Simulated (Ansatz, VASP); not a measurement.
Sb in VASP and in Ansatz

```
Sb
1.0
     3.22198    0.00000    0.00000
     0.00000    3.22198    0.00000
     0.00000    0.00000    3.22198
Sb
1
Direct
  0.00000 0.00000 0.00000
```

Change from the starting cell: volume scaled by 1.06, crystal datasets.

Alike in both runs: task electric field gradients; functional PBE; k mesh 12 × 12 × 12; occupations fermi-dirac, width 0.08 eV; no spin polarisation.

|  | VASP | Ansatz |
| --- | --- | --- |
| version | VASP 6.6.1 | Ansatz 0.2.0 |
| potentials or method | VASP PAW PBE potentials, release 64 (Sb), cutoff 400 eV | all-electron PAW with datasets made for the crystal, scalar-relativistic |

```tsv
	VASP	Ansatz	Ansatz less VASP
pressure (GPa)	-4.5	-4.4	+0.07
```

Ansatz ran all-electron here, and VASP with PAW potentials.

Spin-orbit coupling is off throughout.
